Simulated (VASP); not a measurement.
# LiF (P2_12_12_1) in VASP: relaxation of cell and atoms with PBE

Aim: the relaxation of cell and atoms of LiF with PBE.

Everything below comes from runs of VASP 6.6.1. Logs are shortened: lines on timing, memory, paths and dates and some standing lists are left out, and cuts for length are marked.

### Step 1. The cell of the first run

It takes space group P2_12_12_1 (No. 19, orthorhombic). Conventional cell: a = 2.715 Å, b = 4.601 Å, c = 4.981 Å, α = 90.00°, β = 90.00°, γ = 90.00°. Li (site symmetry 1) has 4 F at 1.72 to 1.84 Å within 2.3 Å. Within 2.3 Å of F (site symmetry 1) lie 4 Li at 1.72 to 1.84 Å.

The cell was built from a structure type or drawn by symmetry, and may not be a known phase.

### Step 2. Relaxation of cell and atoms, PBE

Contents of INCAR:

```
PREC = Accurate
ENCUT = 600
EDIFF = 1E-7
ISMEAR = 0
SIGMA = 0.1
LREAL = False
LASPH = True
NELM = 100
ALGO = Normal
ISIF = 3
LWAVE = False
LCHARG = False
GGA = PE
IBRION = 2
NSW = 90
EDIFFG = -0.04
```

Contents of KPOINTS:

```
Automatic mesh
0
Gamma
  6 4 4
```

Contents of POSCAR:

```
LiF
1.0
    2.7148288600      0.0000000000      0.0000000000
    0.0000000000      4.6008214700      0.0000000000
    0.0000000000      0.0000000000      4.9814464800
Li F
4 4
Direct
    0.8654439000      0.4375424200      0.1601892700
    0.3654439000      0.0624575800      0.8398107300
    0.6345561000      0.5624575800      0.6601892700
    0.1345561000      0.9375424200      0.3398107300
    0.6345561000      0.0624575800      0.1601892700
    0.1345561000      0.4375424200      0.8398107300
    0.8654439000      0.9375424200      0.6601892700
    0.3654439000      0.5624575800      0.3398107300
```

Potentials or basis: VASP PAW PBE potentials, release 64 (Li_sv, F).

Command:

```bash
$ cat potpaw_PBE.64/Li_sv/POTCAR potpaw_PBE.64/F/POTCAR > POTCAR
$ mpirun -np 1 vasp_std > vasp.out
```

OUTCAR:

```text
PREC = Accurate
   ENCUT = 600
   EDIFF = 1E-7
   ISMEAR = 0
   LREAL = False
   LASPH = True
   NELM = 100
   ISIF = 3
   GGA = PE
   IBRION = 2
   NSW = 90
   EDIFFG = -0.04

 ion  position               nearest neighbor table
   1  0.865  0.438  0.160-   8 1.72   8 1.72   6 1.76   5 1.84   4 2.57   4 2.57
   2  0.365  0.062  0.840-   7 1.72   7 1.72   5 1.76   6 1.84   3 2.57   3 2.57
   3  0.635  0.562  0.660-   6 1.72   6 1.72   8 1.76   7 1.84   2 2.57   2 2.57
   4  0.135  0.938  0.340-   5 1.72   5 1.72   7 1.76   8 1.84   1 2.57   1 2.57
   5  0.635  0.062  0.160-   4 1.72   4 1.72   2 1.76   1 1.84
   6  0.135  0.438  0.840-   3 1.72   3 1.72   1 1.76   2 1.84
   7  0.865  0.938  0.660-   2 1.72   2 1.72   4 1.76   3 1.84
   8  0.365  0.562  0.340-   1 1.72   1 1.72   3 1.76   4 1.84

  LATTYP: Found a simple orthorhombic cell.
 ALAT       =     2.7148288600
 B/A-ratio  =     1.6947003687
 C/A-ratio  =     1.8349025802

  Lattice vectors:

 A1 = (   2.7148288600,   0.0000000000,   0.0000000000)
 A2 = (   0.0000000000,   4.6008214700,   0.0000000000)
 A3 = (   0.0000000000,   0.0000000000,   4.9814464800)

Analysis of symmetry for initial positions (statically):
=====================================================================
 Subroutine PRICEL returns:
 Original cell was already a primitive cell.

 Routine SETGRP: Setting up the symmetry group for a
 simple orthorhombic supercell.

 Subroutine GETGRP returns: Found  4 space group operations
 (whereof  1 operations were pure point group operations)
 out of a pool of  8 trial point group operations.

The static configuration has the point symmetry C_1 .
 The point group associated with its full space group is D_2 .

Analysis of symmetry for dynamics (positions and initial velocities):
=====================================================================
 Subroutine PRICEL returns:
 Original cell was already a primitive cell.

 Routine SETGRP: Setting up the symmetry group for a
 simple orthorhombic supercell.

 Subroutine GETGRP returns: Found  4 space group operations
 (whereof  1 operations were pure point group operations)
 out of a pool of  8 trial point group operations.

The dynamic configuration has the point symmetry C_1 .
 The point group associated with its full space group is D_2 .

 Subroutine INISYM returns: Found  4 space group operations
 (whereof  1 operations are pure point group operations),
 and found     1 'primitive' translations

----------------------------------------------------------------------------------------

                                     Primitive cell

  volume of cell :      62.2205

  direct lattice vectors                    reciprocal lattice vectors
     2.714828860  0.000000000  0.000000000     0.368347344  0.000000000  0.000000000
     0.000000000  4.600821470  0.000000000     0.000000000  0.217352489  0.000000000
     0.000000000  0.000000000  4.981446480     0.000000000  0.000000000  0.200744905

  length of vectors
     2.714828860  4.600821470  4.981446480     0.368347344  0.217352489  0.200744905

  position of ions in fractional coordinates (direct lattice)
     0.865443900  0.437542420  0.160189270
     0.365443900  0.062457580  0.839810730
     0.634556100  0.562457580  0.660189270
     0.134556100  0.937542420  0.339810730
     0.634556100  0.062457580  0.160189270
     0.134556100  0.437542420  0.839810730
     0.865443900  0.937542420  0.660189270
     0.365443900  0.562457580  0.339810730

  ion indices of the primitive-cell ions
   primitive index   ion index
                 1           1
                 2           2
                 3           3
                 4           4
                 5           5
                 6           6
                 7           7
                 8           8

----------------------------------------------------------------------------------------

 KPOINTS: Automatic mesh

Automatic generation of k-mesh.
 Grid dimensions read from file:
 generate k-points for:    6    4    4

 Generating k-lattice:

  Cartesian coordinates                     Fractional coordinates (reciprocal lattice)
     0.061391224  0.000000000  0.000000000     0.166666667  0.000000000  0.000000000
     0.000000000  0.054338122  0.000000000     0.000000000  0.250000000  0.000000000
     0.000000000  0.000000000  0.050186226     0.000000000  0.000000000  0.250000000

  Length of vectors
     0.061391224  0.054338122  0.050186226

  Shift w.r.t. Gamma in fractional coordinates (k-lattice)
     0.000000000  0.000000000  0.000000000

 Subroutine IBZKPT returns following result:
 ===========================================

 Found     36 irreducible k-points:

 Following reciprocal coordinates:
            Coordinates               Weight
  0.000000  0.000000  0.000000      1.000000
  0.166667  0.000000  0.000000      2.000000
  0.333333  0.000000  0.000000      2.000000
  0.500000  0.000000  0.000000      1.000000
  0.000000  0.250000  0.000000      2.000000
  0.166667  0.250000  0.000000      4.000000
[... 16 lines left out ...]
  0.333333  0.500000  0.250000      4.000000
  0.500000  0.500000  0.250000      2.000000
 [... further k-points ...]
   k-points           NKPTS =     36   k-points in BZ     NKDIM =     36   number of bands    NBANDS=     25
   number of dos      NEDOS =    301   number of ions     NIONS =      8
   total plane-waves  NPLWV =  38400
   dimension x,y,z NGX =    24 NGY =   40 NGZ =   40
   dimension x,y,z NGXF=    48 NGYF=   80 NGZF=   80
   ions per type =               4   4
   NGX,Y,Z   is equivalent  to a cutoff of  14.70, 14.45, 13.35 a.u.
   NGXF,Y,Z  is equivalent  to a cutoff of  29.39, 28.91, 26.70 a.u.
 SYSTEM =  unknown system
   PREC   = accura    normal or accurate (medium, high low for compatibility)
   ISTART =      0    job   : 0-new  1-cont  2-samecut
   ICHARG =      2    charge: 1-file 2-atom 10-const
   ISPIN  =      1    spin polarized calculation?
   LNONCOLLINEAR =      F non collinear calculations
   LSORBIT =      F    spin-orbit coupling
   LASPH  =      T    aspherical Exc in radial PAW
   ENCUT  =  600.0 eV  44.10 Ry    6.64 a.u.   5.42  9.19  9.95*2*pi/ulx,y,z
   NELM   =    100;   NELMIN=  2; NELMDL= -5     # of ELM steps
   EDIFF  = 0.1E-06   stopping-criterion for ELM
   LREAL  =      F    real-space projection
   EDIFFG = -.4E-01   stopping-criterion for IOM
   NSW    =     90    number of steps for IOM
   IBRION =      2    ionic relax: 0-MD 1-quasi-New 2-CG
   NFREE  =      1    steps in history (QN), initial steepest desc. (CG)
   ISIF   =      3    stress and relaxation
   ISYM   =      2    0-nonsym 1-usesym 2-fastsym
   POTIM  = 0.5000    time-step for ionic-motion
   TEBEG  =    0.0;   TEEND  =   0.0 temperature during run
   PSTRESS=    0.0 pullay stress
   NELECT =      40.0000    total number of electrons
   NUPDOWN=      -1.0000    fix difference up-down
   EMIN   =  10.00;   EMAX   =-10.00  energy-range for DOS
   EFERMI =   0.00;   METHOD = LEGACY
   ISMEAR =     0;   SIGMA  =   0.10  broadening in eV -4-tet -1-fermi 0-gaus
   EFERMI_NEDOS =   21; number of points for ismear=-14 and -15
   IALGO  =     38    algorithm
   IMIX   =      4    mixing-type and parameters
     AMIX     =   0.40;   BMIX     =  1.00
     AMIX_MAG =   1.60;   BMIX_MAG =  1.00
  volume/ion in A,a.u.               =       7.78        52.49
  Fermi-wavevector in a.u.,A,eV,Ry     =   1.412918  2.670028 27.161830  1.996338
  Thomas-Fermi vector in A             =   2.534617
   LORBIT       =      0    0 simple, 1 ext, 2 COOP (PROOUT), +10 PAW based schemes
   GGA     = PE    functional components
   LHFCALC =     F    Hartree Fock is set to
   AEXX    =    0.0000 exact exchange contribution
   IVDW    =     0    specifies the selected vdW correction
   LEPSILON=     F    determine dielectric tensor
   LRPA    =     F    only Hartree local field effects (RPA)
 conjugate gradient relaxation of ions
 non-spin polarized calculation
 Gauss-broadening in eV      SIGMA  =   0.10
  energy-cutoff  :      600.00
  volume of cell :       62.22
 maximum number of plane-waves:      2095
 NGX is ok and might be reduce to    24
   NGX = 11   NGY = 19   NGZ = 19

--------------------------------------- Ionic step        1  -------------------------------------------

 number of electron      40.0000032 magnetization

 Free energy of the ion-electron system (eV)
  ---------------------------------------------------
  ext. energy  EPLUGINS =         0.00000000
  ---------------------------------------------------
  free energy    TOTEN  =       -36.83100113 eV

  energy without entropy =      -36.83100113  energy(sigma->0) =      -36.83100113

------------------------ aborting loop because EDIFF is reached ----------------------------------------

  FORCE on cell =-STRESS in cart. coord.  units (eV):
  Direction    XX          YY          ZZ          XY          YZ          ZX
  --------------------------------------------------------------------------------------
  -------------------------------------------------------------------------------------
  Total        8.6823166      8.1503353     11.0198134      0.0000000      0.0000000      0.0000000
  in kB      223.5696730    209.8711537    283.7602221      0.0000000      0.0000000      0.0000000
  external PRESSURE =     239.0670163 kB  Pullay stress =       0.0000000 kB
[... 107 lines left out ...]
  FREE ENERGIE OF THE ION-ELECTRON SYSTEM (eV)
  ---------------------------------------------------
  free  energy   TOTEN  =       -37.9738217856 eV

  energy  without entropy=      -37.9738217856  energy(sigma->0) =      -37.97382179

 E-fermi :  -0.3628     XC(G=0): -10.0328

 val. band max:       -0.9102769871   @ k =   0.0000   0.0000   0.0000
 cond. band min:       8.2154772369   @ k =   0.0000   0.0000   0.0000
 fundamental gap:      9.1257542240
 Fermi energy:        -0.3627586125

 k-point     1 :       0.0000    0.0000    0.0000
  band No.  band energies     occupation
      1     -41.8377      2.00000
      2     -41.7782      2.00000
      3     -41.7736      2.00000
      4     -41.7619      2.00000
      5     -20.9621      2.00000
      6     -20.5494      2.00000
[... 661 lines left out ...]
     24      13.2331      0.00000
     25      14.4770      0.00000

 [... further k-points ...]

[... ionic steps 4 to 50 ...]

--------------------------------------- Ionic step       51  -------------------------------------------

 number of electron      40.0000013 magnetization

------------------------ aborting loop because EDIFF is reached ----------------------------------------
[... 79 lines left out ...]
--------------------------------------- Ionic step       53  -------------------------------------------

 number of electron      39.9999995 magnetization

 Free energy of the ion-electron system (eV)
  ---------------------------------------------------
  ext. energy  EPLUGINS =         0.00000000
  ---------------------------------------------------
  free energy    TOTEN  =       -38.54884378 eV

  energy without entropy =      -38.54884378  energy(sigma->0) =      -38.54884378

 E-fermi :  -0.5986     XC(G=0):  -9.8870

 val. band max:       -1.1245590853   @ k =   0.0000   0.0000   0.0000
 cond. band min:       7.7806851143   @ k =   0.0000   0.0000   0.0000
 fundamental gap:      8.9052441996
 Fermi energy:        -0.5986252631

 k-point     1 :       0.0000    0.0000    0.0000
  band No.  band energies     occupation
      1     -42.1018      2.00000
      2     -42.0496      2.00000
      3     -42.0481      2.00000
      4     -42.0344      2.00000
      5     -21.0586      2.00000
      6     -20.6141      2.00000
[... 698 lines left out ...]
  FREE ENERGIE OF THE ION-ELECTRON SYSTEM (eV)
  ---------------------------------------------------
  free  energy   TOTEN  =       -38.5488437844 eV

  energy  without entropy=      -38.5488437844  energy(sigma->0) =      -38.54884378

 reached required accuracy - stopping structural energy minimisation
```

It took 18 min on 1 thread of Intel Xeon Platinum 8559C (Emerald Rapids), shared host; peak memory 0.21 GiB.

What came out:

```yaml
Free_energy: -38.5488 eV
Relaxed_volume: 8.33 Å³/atom
Relaxed_cell: a = 2.873 Å, b = 4.059 Å, c = 5.716 Å, α = 90.00°, β = 90.00°, γ = 90.00°
Space_group_after_relaxing_to_0.1_Å: Fm-3m (No. 225)
Energy_gained_by_relaxing: 214.7 meV/atom
Ionic_steps: 53
Pressure_after_relaxing: -0.2 GPa
Largest_force_after_relaxing: 0.026 eV/Å
Band_gap_on_the_k_mesh: 8.91 eV
```

Forces on the atoms (eV/Å):
```
Li  -0.019  0.002 -0.017
Li  -0.019 -0.002  0.017
Li   0.019 -0.002 -0.017
Li   0.019  0.002  0.017
F   -0.009  0.002 -0.014
F   -0.009 -0.002  0.014
F    0.009 -0.002 -0.014
F    0.009  0.002  0.014
```

Stress tensor (GPa, compression positive):
```
-0.25  0.00  0.00
 0.00 -0.01  0.00
 0.00  0.00 -0.25
```

The path:
```csv
step,energy change (eV),largest force (eV/Å),pressure (GPa),volume (Å³)
1,0.0000,0.5261,23.91,62.22
3,-1.1428,0.1314,1.19,78.14
5,-1.1505,0.1228,-0.38,80.12
7,-1.2257,0.1463,-0.68,80.69
9,-1.2510,0.1050,1.27,78.23
11,-1.2727,0.1387,0.08,79.52
13,-1.2884,0.1090,-0.64,80.09
15,-1.3156,0.1415,-0.08,78.80
17,-1.3888,0.3169,2.16,73.02
19,-1.4095,0.2856,1.87,72.72
21,-1.4322,0.2180,1.26,72.56
23,-1.4681,0.1243,-1.21,75.22
25,-1.4956,0.0711,-0.24,73.75
27,-1.4982,0.0516,0.14,73.25
29,-1.5008,0.0495,0.01,73.23
31,-1.5079,0.0723,-0.52,73.25
33,-1.5349,0.1009,0.00,71.16
35,-1.5658,0.4172,5.57,62.62
37,-1.6026,0.3045,3.33,64.66
39,-1.6048,0.3113,3.45,64.46
41,-1.6087,0.3203,3.60,64.20
43,-1.6285,0.2888,2.96,64.60
45,-1.6807,0.1892,0.66,66.18
47,-1.6946,0.1403,-1.11,67.60
49,-1.7101,0.0765,-0.39,66.88
51,-1.7149,0.0513,0.34,66.22
53,-1.7178,0.0258,-0.17,66.66
```

Final structure:
```cif
data_structure
_symmetry_space_group_name_H-M 'P 1'
_symmetry_Int_Tables_number 1
_cell_length_a 2.8733
_cell_length_b 4.0586
_cell_length_c 5.7158
_cell_angle_alpha 90.000
_cell_angle_beta 90.000
_cell_angle_gamma 90.000
_cell_volume 66.66
loop_
_atom_site_label
_atom_site_type_symbol
_atom_site_fract_x
_atom_site_fract_y
_atom_site_fract_z
_atom_site_occupancy
Li1 Li 0.75383 0.49982 0.12607 1
Li2 Li 0.25383 0.00018 0.87393 1
Li3 Li 0.74617 0.50018 0.62607 1
Li4 Li 0.24617 0.99982 0.37393 1
F1 F 0.75159 0.99992 0.12539 1
F2 F 0.25159 0.50008 0.87461 1
F3 F 0.74841 0.00008 0.62539 1
F4 F 0.24841 0.49992 0.37461 1
```

Levels at points of the mesh, in eV from the valence-band top:
```
           k point  band 17  band 18  band 19  band 20  band 21  band 22  band 23  band 24
(0.00, 0.00, 0.00)    -0.26    -0.03    -0.01     0.00     8.91    11.89    11.95    14.59
(0.50, 0.00, 0.00)    -0.98    -0.98    -0.24    -0.24    11.94    11.94    14.62    14.62
(0.00, 0.50, 0.00)    -0.25    -0.25    -0.24    -0.24    10.65    10.65    11.21    11.21
(0.50, 0.50, 0.00)    -0.24    -0.24    -0.22    -0.22    10.67    10.67    14.85    14.92
(0.00, 0.00, 0.50)    -0.33    -0.33    -0.04    -0.04     9.97     9.97    14.32    14.32
(0.50, 0.00, 0.50)    -0.72    -0.72    -0.72    -0.72    13.26    13.26    13.34    13.34
(0.00, 0.50, 0.50)    -0.39    -0.39    -0.39    -0.39    11.10    11.10    11.10    11.10
(0.50, 0.50, 0.50)    -0.48    -0.48    -0.48    -0.48    12.39    12.39    12.39    12.39
```

Caveat: the cutoff is under 1.25 times the usual one of these potentials, so pressure, stress and relaxed cells hold a basis-set (Pulay) error. A k mesh can miss the band edges.
